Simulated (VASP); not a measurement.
Set up this calculation in VASP 6.6.1, as the native input.

| Item | Value |
| --- | --- |
| Task | single point |
| Functional | PBE |
| Potentials or basis | VASP PAW PBE potentials, release 64 (Sc_sv, Ga_d, Te) |
| Cutoff | 520 eV |
| k mesh | 12 × 12 × 6 |
| Occupations | gaussian, width 0.1 eV |
| Spin | no spin polarisation |
| Dipole correction | no |
| Further INCAR settings | ALGO = Fast; EDIFF = 1e-06; NBANDS = 36 |

The structure of ScGa3Te lies in POSCAR:

```
ScGa3Te
1.0
    4.7012801659      0.0000000000      0.0000000000
   -2.3506400830      4.0714280540      0.0000000000
    0.0000000000      0.0000000000      6.3599424692
Sc Ga Te
1 3 1
Direct
    0.3333333333      0.6666666667      0.5000000000
    0.0000000000      0.0000000000      0.7397695575
    0.0000000000      0.0000000000      0.2602304425
    0.6666666667      0.3333333333      0.5000000000
    0.6666666667      0.3333333333      0.0000000000
```

The cell was generated, and may not be a known phase.

One way to write it, as run:

INCAR

```
ALGO = Fast
EDIFF = 1E-6
ENCUT = 520
GGA = PE
ISIF = 2
ISMEAR = 0
LASPH = T
LCHARG = F
LREAL = F
LWAVE = F
NBANDS = 36
NELM = 60
PREC = Accurate
SIGMA = 0.1
```

KPOINTS

```
k-points
0
Gamma
  12 12 6
```

Potentials or basis: VASP PAW PBE potentials, release 64 (Sc_sv, Ga_d, Te).

Run with:

```console
$ cat potpaw_PBE.64/Sc_sv/POTCAR potpaw_PBE.64/Ga_d/POTCAR potpaw_PBE.64/Te/POTCAR > POTCAR
$ mpirun -np 1 vasp_std > vasp.out
```

It gave:

| Quantity | Value |
| --- | --- |
| Pressure | 0.0 GPa |
| Largest force | 0.005 eV/Å |
| Band gap on the k mesh | zero (bands 28 and 29 overlap by 0.50 eV) |

Caveat: spin-orbit coupling is left out, which moves the levels of the heavy elements.

Wall time 6 min on 1 thread of Intel(R) Xeon(R) Platinum 8259CL CPU @ 2.50GHz (Skylake/Cascade Lake), on a shared host, peak memory 0.46 GiB.
